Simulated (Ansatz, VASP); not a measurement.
# One calculation of Ag, two programs

Contents of INCAR:

```
SYSTEM = Ag
  PREC = Accurate
  ENCUT = 520
  EDIFF = 1E-6
  ISMEAR = 0
  SIGMA = 0.15
  LREAL = .False.
  LASPH = .True.
  NELM = 60
  ALGO = Normal
  ISIF = 2
  LWAVE = .False.
  LCHARG = .False.
  GGA = PS
  NBANDS = 12
```

KPOINTS

```
Automatic mesh
0
Gamma
  20 20 20
  0 0 0
```

The input POSCAR:

```
Ag
1.0
    0.0000000000      2.0431000000      2.1452550000
    2.0431000000      0.0000000000      2.1452550000
    2.0431000000      2.0431000000      0.0000000000
Ag
1
Direct
    0.0000000000      0.0000000000      0.0000000000
```

Input for Ansatz:

```yaml
crystal:
  lattice:
    - [0.0, 2.0431, 2.145255]
    - [2.0431, 0.0, 2.145255]
    - [2.0431, 2.0431, 0.0]
  atoms:
    - { symbol: Ag, position: [0.0, 0.0, 0.0] }
basis:
  ecutwfc: 420
kpoints:
  mp_grid: { grid: [20, 20, 20] }
hamiltonian:
  xc: pbesol
scf:
  occupations: { method: gaussian, width: 0.15 }
output:
  forces: true
  stress: true
  eigenvalues: true
```

Change from the starting cell: strain +0.0500 x Voigt [0, 0, 1, 0, 0, 0], atoms carried along.

Alike in both runs: task single point; functional PBEsol; k mesh 20 × 20 × 20; occupations gaussian, width 0.15 eV; no spin polarisation.

```csv
,VASP,Ansatz
version,VASP 6.6.1,Ansatz 0.2.0
potentials or method,"VASP PAW PBE potentials, release 64 (Ag), cutoff 520 eV","scalar-relativistic, plane waves, PAW"
valence electrons in the cell,11,19
```

|  | VASP | Ansatz | Ansatz less VASP |
| --- | --- | --- | --- |
| gap on the k mesh at the Fermi level (eV) | none | none | - |
| pressure (GPa) | -7.1 | -6.9 | +0.14 |
| traceless stress, the component that is largest in VASP (GPa) | -1.26 | -1.26 | -0.003 |

VASP's potentials were made for PBE, not for PBEsol. A gap of «none» marks a metal or a gap that the smearing closes. The functional is the same, so the differences come from potentials, cutoffs and numerics. VASP's potentials hold 11 valence electrons a cell and Ansatz's 19, so a difference there can come from the potentials and not from the codes.
